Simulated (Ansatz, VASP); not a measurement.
## One calculation of Al2Cu, two programs

```
Al Cu
1.0
    -3.05645    3.05645    2.38965
     3.05645   -3.05645    2.38965
     3.05645    3.05645   -2.38965
Al Cu
4 2
Direct
  0.15932 0.65932 0.81864
  0.65932 0.84068 0.50000
  0.84068 0.34068 0.18136
  0.34068 0.15932 0.50000
  0.75000 0.75000 0.00000
  0.25000 0.25000 0.00000
```

Alike in both runs: task single point; functional PBEsol; k mesh 10 × 10 × 10; occupations gaussian, width 0.15 eV; no spin polarisation.

```csv
,VASP,Ansatz
version,VASP 6.6.1,Ansatz 0.2.0
potentials or method,"VASP PAW PBE potentials, release 64 (Al, Cu), cutoff 520 eV","scalar-relativistic, plane waves, PAW"
valence electrons in the cell,34,50
```

```tsv
	VASP	Ansatz	Ansatz less VASP
gap on the k mesh at the Fermi level (eV)	none	none	-
pressure (GPa)	-2.7	-2.9	-0.24
traceless stress, the component that is largest in VASP (GPa)	2.67	2.65	-0.022
rms of the force components (eV/Å)	0.029	0.028	-0.0013
```

VASP's potentials were made for PBE, not for PBEsol, and Ansatz warns of the same on its side. Atom by atom the forces differ by 0.001 eV/Å (rms over components). A gap of «none» marks a metal or a gap that the smearing closes. VASP's potentials hold 34 valence electrons a cell and Ansatz's 50, so a difference there can come from the potentials and not from the codes.
